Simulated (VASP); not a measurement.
## Ti2C: single point with r2SCAN

Ti2C:

```
Ti C
1.0
     0.00000    4.44930    4.44930
     4.44930    0.00000    4.44930
     4.44930    4.44930    0.00000
Ti C
8 4
Direct
  0.84650 0.38450 0.38450
  0.38450 0.38450 0.38450
  0.38450 0.38450 0.84650
  0.86550 0.40350 0.86550
  0.86550 0.86550 0.86550
  0.40350 0.86550 0.86550
  0.86550 0.86550 0.40350
  0.38450 0.84650 0.38450
  0.62500 0.62500 0.62500
  0.12500 0.62500 0.62500
  0.62500 0.62500 0.12500
  0.62500 0.12500 0.62500
```

| Item | Value |
| --- | --- |
| Program | VASP 6.6.1 |
| Task | single point |
| Functional | r2SCAN |
| Potentials or basis | VASP PAW PBE potentials, release 64 (Ti_sv, C) |
| Cutoff | 520 eV |
| k mesh | 8 × 8 × 8 |
| Occupations | gaussian, width 0.1 eV |
| Spin | no spin polarisation |

```
Pressure               : -10.8 GPa
Largest force          : 0.093 eV/Å
Band gap on the k mesh : zero (bands 56 and 57 overlap by 0.21 eV)
```

Forces in eV/Å, atoms in the order of the input:
```
Ti  -0.054  0.054  0.054
Ti  -0.054 -0.054 -0.054
Ti   0.054  0.054 -0.054
Ti  -0.054  0.054 -0.054
Ti   0.054  0.054  0.054
Ti   0.054 -0.054 -0.054
Ti  -0.054 -0.054  0.054
Ti   0.054 -0.054  0.054
C    0.000  0.000  0.000
C    0.000  0.000  0.000
C    0.000  0.000  0.000
C    0.000  0.000  0.000
```

Levels at points of the mesh, in eV from the Fermi level:
```csv
k point,band 52,band 53,band 54,band 55,band 56,band 57,band 58,band 59,band 60,band 61
"(0.00, 0.00, 0.00)",-1.35,-0.71,-0.71,-0.71,0.17,0.80,0.80,0.80,0.96,0.96
"(0.50, 0.00, 0.00)",-0.77,-0.77,-0.62,-0.62,-0.23,0.56,0.70,0.70,0.78,0.78
"(0.50, 0.50, 0.00)",-0.63,-0.57,-0.57,-0.44,-0.44,0.38,0.38,0.67,0.67,0.72
```

Run time: 68 min on 1 thread of Intel Xeon 8259CL, with other jobs on the host, peak memory 0.52 GiB.

Caveat: the cell stands under tension; the PAW data sets were made with another functional, which shifts forces and pressure a little.
